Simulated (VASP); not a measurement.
A run of VASP 6.6.1:

INCAR

```
  PREC = Accurate
  ENCUT = 520
  EDIFF = 1E-7
  ISMEAR = 0
  SIGMA = 0.15
  LREAL = False
  LASPH = True
  NELM = 60
  ALGO = Fast
  ISIF = 2
  LWAVE = False
  LCHARG = True
  GGA = PS
  LELF = True
  LVHAR = True
  NBANDS = 18
```

KPOINTS

```
Automatic mesh
0
Gamma
  14 14 14
```

Contents of POSCAR:

```
SrTl
1.0
    4.0346766359      0.1047967957      0.1047967957
    0.1047967957      4.0346766359      0.1047967957
    0.1047967957      0.1047967957      4.0346766359
Sr Tl
1 1
Direct
    0.0000000000      0.0000000000      0.0000000000
    0.5000000000      0.5000000000      0.5000000000
```

Potentials or basis: VASP PAW PBE potentials, release 64 (Sr_sv, Tl_d).

Run with:

```bash
$ cat potpaw_PBE.64/Sr_sv/POTCAR potpaw_PBE.64/Tl_d/POTCAR > POTCAR
$ mpirun -np 1 vasp_std > vasp.out
```

Hardware: 1 thread of Intel(R) Xeon(R) 6975P-C (Granite Rapids), on a shared host.

Problem. Estimate the wall time of this run.

Solution. It took 2.8 min on 1 thread of Intel(R) Xeon(R) 6975P-C (Granite Rapids), on a shared host, peak memory 0.44 GiB. Counts: scf iterations 17, k points 288.
